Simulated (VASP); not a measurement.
# GaAs (F-43m) in VASP: electric field gradients with PBE

Aim: the electric field gradients of GaAs with PBE.

Program: VASP 6.6.1. These are calculated values, not measurements. Logs are shortened: lines on timing, memory, paths and dates and some standing lists are left out, and cuts for length are marked.

## Step 1: The cell of the first run

It takes space group F-43m (No. 216, cubic). Conventional cell: a = 5.750 Å, b = 5.750 Å, c = 5.750 Å, α = 90.00°, β = 90.00°, γ = 90.00°. Within 3.3 Å of Ga (site symmetry -43m) lie 4 As at 2.49 Å. Within 3.3 Å of As (site symmetry -43m) lie 4 Ga at 2.49 Å.

## Step 2: Electric field gradients, PBE

Input file INCAR:

```
SYSTEM = GaAs
PREC = Accurate
ENCUT = 400
EDIFF = 1E-8
ISMEAR = -1
SIGMA = 0.02
LREAL = .False.
LASPH = .True.
NELM = 120
ALGO = Normal
ISIF = 2
LWAVE = .False.
LCHARG = .False.
GGA = PE
LEFG = .True.
NBANDS = 16
GGA_COMPAT = .False.
```

Input file KPOINTS:

```
Automatic mesh
0
Gamma
  8 8 8
  0 0 0
```

Input file POSCAR:

```
GaAs
1.0
    0.0000000000      2.8750910496      2.8750910496
    2.8750910496      0.0000000000      2.8750910496
    2.8750910496      2.8750910496      0.0000000000
Ga As
1 1
Direct
    0.0000000000      0.0000000000      0.0000000000
    0.7500000000      0.7500000000      0.7500000000
```

Potentials or basis: VASP PAW PBE potentials, release 64 (Ga_d, As).

The run is started by

```console
> cat potpaw_PBE.64/Ga_d/POTCAR potpaw_PBE.64/As/POTCAR > POTCAR
> mpirun -np 1 vasp_std > vasp.out
```

OUTCAR:

```text
SYSTEM = GaAs
   PREC = Accurate
   ENCUT = 400
   EDIFF = 1E-8
   ISMEAR = -1
   LREAL = .False.
   LASPH = .True.
   NELM = 120
   ISIF = 2
   GGA = PE

 ion  position               nearest neighbor table
   1  0.000  0.000  0.000-   2 2.49   2 2.49   2 2.49   2 2.49
   2  0.750  0.750  0.750-   1 2.49   1 2.49   1 2.49   1 2.49

  LATTYP: Found a face centered cubic cell.
 ALAT       =     5.7501820992

  Lattice vectors:

 A1 = (   0.0000000000,   2.8750910496,   2.8750910496)
 A2 = (   2.8750910496,   0.0000000000,   2.8750910496)
 A3 = (   2.8750910496,   2.8750910496,   0.0000000000)

Analysis of symmetry for initial positions (statically):
=====================================================================
 Subroutine PRICEL returns:
 Original cell was already a primitive cell.

 Routine SETGRP: Setting up the symmetry group for a
 face centered cubic supercell.

 Subroutine GETGRP returns: Found 24 space group operations
 (whereof 24 operations were pure point group operations)
 out of a pool of 48 trial point group operations.

The static configuration has the point symmetry T_d .

Analysis of symmetry for dynamics (positions and initial velocities):
=====================================================================
 Subroutine PRICEL returns:
 Original cell was already a primitive cell.

 Routine SETGRP: Setting up the symmetry group for a
 face centered cubic supercell.

 Subroutine GETGRP returns: Found 24 space group operations
 (whereof 24 operations were pure point group operations)
 out of a pool of 48 trial point group operations.

The dynamic configuration has the point symmetry T_d .

 Subroutine INISYM returns: Found 24 space group operations
 (whereof 24 operations are pure point group operations),
 and found     1 'primitive' translations

----------------------------------------------------------------------------------------

                                     Primitive cell

  volume of cell :      47.5319

  direct lattice vectors                    reciprocal lattice vectors
     0.000000000  2.875091050  2.875091050    -0.173907536  0.173907536  0.173907536
     2.875091050  0.000000000  2.875091050     0.173907536 -0.173907536  0.173907536
     2.875091050  2.875091050  0.000000000     0.173907536  0.173907536 -0.173907536

  length of vectors
     4.065992755  4.065992755  4.065992755     0.301216688  0.301216688  0.301216688

  position of ions in fractional coordinates (direct lattice)
     0.000000000  0.000000000  0.000000000
     0.750000000  0.750000000  0.750000000

  ion indices of the primitive-cell ions
   primitive index   ion index
                 1           1
                 2           2

----------------------------------------------------------------------------------------

 KPOINTS: Automatic mesh

Automatic generation of k-mesh.
 Grid dimensions read from file:
 generate k-points for:    8    8    8

 Generating k-lattice:

  Cartesian coordinates                     Fractional coordinates (reciprocal lattice)
    -0.021738442  0.021738442  0.021738442     0.125000000  0.000000000  0.000000000
     0.021738442 -0.021738442  0.021738442     0.000000000  0.125000000  0.000000000
     0.021738442  0.021738442 -0.021738442     0.000000000  0.000000000  0.125000000

  Length of vectors
     0.037652086  0.037652086  0.037652086

  Shift w.r.t. Gamma in fractional coordinates (k-lattice)
     0.000000000  0.000000000  0.000000000

 Subroutine IBZKPT returns following result:
 ===========================================

 Found     29 irreducible k-points:

 Following reciprocal coordinates:
            Coordinates               Weight
  0.000000  0.000000  0.000000      1.000000
  0.125000  0.000000  0.000000      8.000000
  0.250000  0.000000  0.000000      8.000000
  0.375000  0.000000  0.000000      8.000000
  0.500000  0.000000  0.000000      4.000000
  0.125000  0.125000  0.000000      6.000000
[... 16 lines left out ...]
  0.500000  0.250000  0.125000     48.000000
 -0.375000  0.250000  0.125000     24.000000
 [... further k-points ...]
   k-points           NKPTS =     29   k-points in BZ     NKDIM =     29   number of bands    NBANDS=     16
   number of dos      NEDOS =    301   number of ions     NIONS =      2
   total plane-waves  NPLWV =  21952
   dimension x,y,z NGX =    28 NGY =   28 NGZ =   28
   dimension x,y,z NGXF=    56 NGYF=   56 NGZF=   56
   ions per type =               1   1
   NGX,Y,Z   is equivalent  to a cutoff of  11.45, 11.45, 11.45 a.u.
   NGXF,Y,Z  is equivalent  to a cutoff of  22.90, 22.90, 22.90 a.u.
 SYSTEM =  GaAs
   PREC   = accura    normal or accurate (medium, high low for compatibility)
   ISTART =      0    job   : 0-new  1-cont  2-samecut
   ICHARG =      2    charge: 1-file 2-atom 10-const
   ISPIN  =      1    spin polarized calculation?
   LNONCOLLINEAR =      F non collinear calculations
   LSORBIT =      F    spin-orbit coupling
   LASPH  =      T    aspherical Exc in radial PAW
   ENCUT  =  400.0 eV  29.40 Ry    5.42 a.u.   6.63  6.63  6.63*2*pi/ulx,y,z
   NELM   =    120;   NELMIN=  2; NELMDL= -5     # of ELM steps
   EDIFF  = 0.1E-07   stopping-criterion for ELM
   LREAL  =      F    real-space projection
   EDIFFG = 0.1E-06   stopping-criterion for IOM
   NSW    =      0    number of steps for IOM
   IBRION =     -1    ionic relax: 0-MD 1-quasi-New 2-CG
   NFREE  =      0    steps in history (QN), initial steepest desc. (CG)
   ISIF   =      2    stress and relaxation
   ISYM   =      2    0-nonsym 1-usesym 2-fastsym
   POTIM  = 0.5000    time-step for ionic-motion
   TEBEG  =    0.0;   TEEND  =   0.0 temperature during run
   PSTRESS=    0.0 pullay stress
   NELECT =      18.0000    total number of electrons
   NUPDOWN=      -1.0000    fix difference up-down
   EMIN   =  10.00;   EMAX   =-10.00  energy-range for DOS
   EFERMI =   0.00;   METHOD = LEGACY
   ISMEAR =    -1;   SIGMA  =   0.02  broadening in eV -4-tet -1-fermi 0-gaus
   EFERMI_NEDOS =   21; number of points for ismear=-14 and -15
   IALGO  =     38    algorithm
   IMIX   =      4    mixing-type and parameters
     AMIX     =   0.40;   BMIX     =  1.00
     AMIX_MAG =   1.60;   BMIX_MAG =  1.00
  volume/ion in A,a.u.               =      23.77       160.38
  Fermi-wavevector in a.u.,A,eV,Ry     =   1.184415  2.238221 19.086796  1.402840
  Thomas-Fermi vector in A             =   2.320630
   LORBIT       =      0    0 simple, 1 ext, 2 COOP (PROOUT), +10 PAW based schemes
   GGA     = PE    functional components
   LHFCALC =     F    Hartree Fock is set to
   AEXX    =    0.0000 exact exchange contribution
   IVDW    =     0    specifies the selected vdW correction
   LEPSILON=     F    determine dielectric tensor
   LRPA    =     F    only Hartree local field effects (RPA)
 non-spin polarized calculation
  energy-cutoff  :      400.00
  volume of cell :       47.53
 maximum number of plane-waves:       887
   NGX = 13   NGY = 13   NGZ = 13

 number of electron      18.0000017 magnetization

 Free energy of the ion-electron system (eV)
  ---------------------------------------------------
  ext. energy  EPLUGINS =         0.00000000
  ---------------------------------------------------
  free energy    TOTEN  =        -8.27011135 eV

  energy without entropy =       -8.27007817  energy(sigma->0) =       -8.27009476

 E-fermi :   3.5524     XC(G=0):  -9.3605

 val. band max:        3.4691937648   @ k =   0.0000   0.0000   0.0000
 cond. band min:       3.6130488777   @ k =   0.0000   0.0000   0.0000
 fundamental gap:      0.1438551130
 Fermi energy:         3.5524250768

 k-point     1 :       0.0000    0.0000    0.0000
  band No.  band energies     occupation
      1     -11.2555      2.00000
      2     -11.2555      2.00000
      3     -11.2555      2.00000
      4     -11.1881      2.00000
      5     -11.1881      2.00000
      6      -8.9038      2.00000
[... 8 lines left out ...]
     15      13.4655      0.00000
     16      13.4655      0.00000

 k-point     2 :       0.1250    0.0000    0.0000
  band No.  band energies     occupation
      1     -11.2661      2.00000
      2     -11.2526      2.00000
      3     -11.2526      2.00000
      4     -11.1883      2.00000
      5     -11.1883      2.00000
      6      -8.7347      2.00000
[... 8 lines left out ...]
     15      12.6607      0.00000
     16      12.6607      0.00000

 k-point     3 :       0.2500    0.0000    0.0000
  band No.  band energies     occupation
      1     -11.2894      2.00000
      2     -11.2461      2.00000
      3     -11.2461      2.00000
      4     -11.1878      2.00000
      5     -11.1878      2.00000
      6      -8.2633      2.00000
[... 8 lines left out ...]
     15      12.4194      0.00000
     16      12.4194      0.00000

 k-point     4 :       0.3750    0.0000    0.0000
  band No.  band energies     occupation
      1     -11.3111      2.00000
      2     -11.2409      2.00000
      3     -11.2409      2.00000
      4     -11.1858      2.00000
      5     -11.1858      2.00000
      6      -7.6393      2.00000
[... 8 lines left out ...]
     15      13.5087      0.00000
     16      13.5087      0.00000

 k-point     5 :       0.5000    0.0000    0.0000
  band No.  band energies     occupation
      1     -11.3195      2.00000
      2     -11.2391      2.00000
      3     -11.2391      2.00000
      4     -11.1847      2.00000
      5     -11.1847      2.00000
      6      -7.2916      2.00000
[... 8 lines left out ...]
     15      15.0889      0.00000
     16      15.0889      0.00000

 k-point     6 :       0.1250    0.1250    0.0000
  band No.  band energies     occupation
      1     -11.2724      2.00000
      2     -11.2498      2.00000
      3     -11.2498      2.00000
      4     -11.1905      2.00000
      5     -11.1865      2.00000
      6      -8.6782      2.00000
[... 8 lines left out ...]
     15      12.1575      0.00000
     16      13.7109      0.00000
[... 267 lines left out ...]
 k-point    21 :       0.5000    0.5000    0.0000
  band No.  band energies     occupation
      1     -11.3479      2.00000
      2     -11.2142      2.00000
      3     -11.2142      2.00000
      4     -11.2084      2.00000
      5     -11.1771      2.00000
      6      -6.6165      2.00000
[... 8 lines left out ...]
     15      16.2611      0.00000
     16      16.5590      0.00000

 k-point    22 :       0.3750    0.2500    0.1250
  band No.  band energies     occupation
      1     -11.3082      2.00000
      2     -11.2383      2.00000
      3     -11.2359      2.00000
      4     -11.1943      2.00000
      5     -11.1836      2.00000
      6      -7.8659      2.00000
[... 8 lines left out ...]
     15      14.1815      0.00000
     16      14.5972      0.00000

 k-point    23 :       0.5000    0.2500    0.1250
  band No.  band energies     occupation
      1     -11.3221      2.00000
      2     -11.2352      2.00000
      3     -11.2302      2.00000
      4     -11.1933      2.00000
      5     -11.1838      2.00000
      6      -7.2913      2.00000
[... 8 lines left out ...]
     15      14.0548      0.00000
     16      15.4891      0.00000

 k-point    24 :      -0.3750    0.2500    0.1250
  band No.  band energies     occupation
      1     -11.3273      2.00000
      2     -11.2346      2.00000
      3     -11.2282      2.00000
      4     -11.1914      2.00000
      5     -11.1849      2.00000
      6      -6.9778      2.00000
[... 8 lines left out ...]
     15      14.9072      0.00000
     16      15.3109      0.00000

 [... further k-points ...]
[... 5 lines left out ...]
  --------------------------------------------------------------------------------------
  -------------------------------------------------------------------------------------
  Total       -0.0586386     -0.0586386     -0.0586386      0.0000000      0.0000000      0.0000000
  in kB       -1.9765566     -1.9765566     -1.9765566      0.0000000      0.0000000      0.0000000
  external PRESSURE =      -1.9765566 kB  Pullay stress =       0.0000000 kB

 VOLUME and BASIS-vectors are now :
 -----------------------------------------------------------------------------
  energy-cutoff  :      400.00
  volume of cell :       47.53
      direct lattice vectors                 reciprocal lattice vectors
     0.000000000  2.875091050  2.875091050    -0.173907536  0.173907536  0.173907536
     2.875091050  0.000000000  2.875091050     0.173907536 -0.173907536  0.173907536
     2.875091050  2.875091050  0.000000000     0.173907536  0.173907536 -0.173907536

 POSITION                                       TOTAL-FORCE (eV/Angst)
 -----------------------------------------------------------------------------------
      0.00000      0.00000      0.00000        -0.000000     -0.000000     -0.000000
      4.31264      4.31264      4.31264         0.000000      0.000000      0.000000
 -----------------------------------------------------------------------------------
    total drift:                               -0.000001     -0.000001     -0.000001

  FREE ENERGIE OF THE ION-ELECTRON SYSTEM (eV)
  ---------------------------------------------------
  free  energy   TOTEN  =        -8.2701113535 eV

  energy  without entropy=       -8.2700781731  energy(sigma->0) =       -8.27009476

 Electric field gradients (V/A^2)
---------------------------------------------------------------------
 ion       V_xx      V_yy      V_zz      V_xy      V_xz      V_yz
---------------------------------------------------------------------
   1      -0.000     0.000     0.000     0.001     0.001     0.001
   2      -0.000     0.000     0.000    -0.000    -0.000    -0.000
---------------------------------------------------------------------

 Electric field gradients after diagonalization (V/A^2)
 (convention: |V_zz| > |V_xx| > |V_yy|)
----------------------------------------------------------------------
 ion       V_xx      V_yy      V_zz     asymmetry (V_yy - V_xx)/ V_zz
----------------------------------------------------------------------
   1      -0.001    -0.001     0.001       0.000
   2       0.000     0.000    -0.001       0.000
----------------------------------------------------------------------

           NMR quadrupolar parameters

 Cq : quadrupolar parameter    Cq=e*Q*V_zz/h
 eta: asymmetry parameters     (V_yy - V_xx)/ V_zz
 Q  : nuclear electric quadrupole moment in mb (millibarn)
----------------------------------------------------------------------
 ion       Cq(MHz)       eta       Q (mb)
----------------------------------------------------------------------
   1       0.000       0.000       1.000
   2      -0.000       0.000       1.000
----------------------------------------------------------------------
```

It took 20 s on 1 thread of Intel Xeon 8259CL, shared host; peak memory 0.13 GiB.

Results:

| Item | Value |
| --- | --- |
| Free energy | -8.2701 eV |
| Pressure | -0.2 GPa |
| Band gap on the k mesh | 0.14 eV |
| Largest electric field gradient by atom | under 0.05 V/Å² on every atom |

Caveat: semilocal functionals underestimate gaps, and a narrow one can read as zero.
